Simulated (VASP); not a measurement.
## TiO2: single point with PBE

The system is TiO2.

```
Ti O
1.0
    -3.79922    0.00000    0.00000
     0.00000   -3.79922    0.00000
     0.00000   -0.37992    9.69690
Ti O
4 8
Direct
  0.00000 0.93750 0.62500
  0.50000 0.48750 0.12500
  0.50000 0.96250 0.37500
  0.00000 0.41250 0.87500
  0.00000 0.91685 0.83151
  0.50000 0.46685 0.33151
  0.50000 0.94185 0.58151
  0.00000 0.49185 0.08151
  0.50000 0.98315 0.16849
  0.00000 0.43315 0.66849
  0.00000 0.95815 0.41849
  0.50000 0.40815 0.91849
```

This cell differs from its parent crystal: the part above a cut slid along it.

```
Program                : VASP 6.6.1
Task                   : single point
Functional             : PBE
Potentials or basis    : VASP PAW PBE potentials, release 64 (Ti_sv, O)
Cutoff                 : 520 eV
k mesh                 : 7 × 7 × 3
Occupations            : gaussian, width 0.05 eV
Spin                   : no spin polarisation
Dipole correction      : no
Further INCAR settings : ALGO = Normal; EDIFF = 1e-06; NBANDS = 60
```

```yaml
Pressure: 0.0 GPa
Largest_force: 0.276 eV/Å
Band_gap_on_the_k_mesh: 2.09 eV (least direct gap 2.23 eV)
```

Forces in eV/Å, atoms in the order of the input:
```
Ti   0.000 -0.010  0.041
Ti   0.000  0.047 -0.123
Ti   0.000  0.010 -0.041
Ti   0.000 -0.047  0.123
O    0.000 -0.249 -0.118
O    0.000  0.052 -0.072
O    0.000  0.003  0.015
O    0.000  0.055 -0.179
O    0.000  0.249  0.118
O    0.000 -0.052  0.072
O    0.000 -0.003 -0.015
O    0.000 -0.055  0.179
```

Stress tensor (GPa, compression positive):
```
-0.49  0.00  0.00
 0.00  0.85  1.68
 0.00  1.68 -0.33
```

Levels at points of the mesh, in eV from the valence-band top:
| k point | band 45 | band 46 | band 47 | band 48 | band 49 | band 50 | band 51 | band 52 |
| --- | --- | --- | --- | --- | --- | --- | --- | --- |
| (0.00, 0.00, 0.00) | -0.45 | -0.44 | -0.16 | -0.14 | 2.09 | 2.37 | 2.42 | 2.72 |

It took 6.2 min on 1 thread of AMD EPYC 7R13 Processor (Zen 3), with other jobs on the host, peak memory 0.37 GiB.

Caveat: the cell differs from its parent crystal (the part above a cut slid along it). A k mesh can miss the band edges.
